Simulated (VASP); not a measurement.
Set up this calculation in VASP 6.6.1, as the native input.

```yaml
Task: relaxation of cell and atoms
Functional: PBE
Potentials_or_basis: VASP PAW PBE potentials, release 64 (Ti_sv, C)
Cutoff: 600 eV
k_mesh: 12 × 12 × 6
Occupations: gaussian, width 0.1 eV
Spin: no spin polarisation
Dipole_correction: no
Further_INCAR_settings: ALGO = Fast; EDIFF = 1e-06; IBRION = 2; EDIFFG = -0.01; NSW = 100; ISIF = 3
```

The structure of Ti5C lies in POSCAR:

```
Ti5C
1.0
    4.8071521657      0.0000000000      0.0000000000
   -2.4035760828      4.1631158953      0.0000000000
    0.0000000000      0.0000000000      7.3468818855
Ti C
5 1
Direct
    0.0000000000      0.0000000000      0.2589684005
    0.0000000000      0.0000000000      0.7410315995
    0.5000000000      0.0000000000      0.0000000000
    0.0000000000      0.5000000000      0.0000000000
    0.5000000000      0.5000000000      0.0000000000
    0.0000000000      0.0000000000      0.0000000000
```

The cell was generated, and may not be a known phase.

The input as run:

INCAR

```
PREC = Accurate ; ENCUT = 600
EDIFF = 1E-6 ; ISMEAR = 0
SIGMA = 0.1 ; LREAL = F
LASPH = T ; NELM = 80
ALGO = Fast ; ISIF = 3
LWAVE = F ; LCHARG = F
GGA = PE ; IBRION = 2
NSW = 100 ; EDIFFG = -0.01
```

KPOINTS

```
Automatic mesh
0
Gamma
  12 12 6
```

Potentials or basis: VASP PAW PBE potentials, release 64 (Ti_sv, C).

Command:

```console
$ cat potpaw_PBE.64/Ti_sv/POTCAR potpaw_PBE.64/C/POTCAR > POTCAR
$ mpirun -np 1 vasp_std > vasp.out
```

It gave:

```yaml
Relaxed_volume: 24.39 Å³/atom
Relaxed_cell: a = 4.791 Å, b = 4.791 Å, c = 7.362 Å, α = 90.00°, β = 90.00°, γ = 120.00°
Space_group_after_relaxing_to_0.1_Å: P6/mmm (No. 191)
Energy_gained_by_relaxing: 0.8 meV/atom
Ionic_steps: 7
Pressure_after_relaxing: 0.0 GPa
Largest_force_after_relaxing: 0.005 eV/Å
Band_gap_on_the_k_mesh: zero (bands 32 and 33 overlap by 0.67 eV)
```

Run time: 120 min on 1 thread of Oxide Virtual Turin-like Processor, with other jobs on the host, peak memory 0.56 GiB.
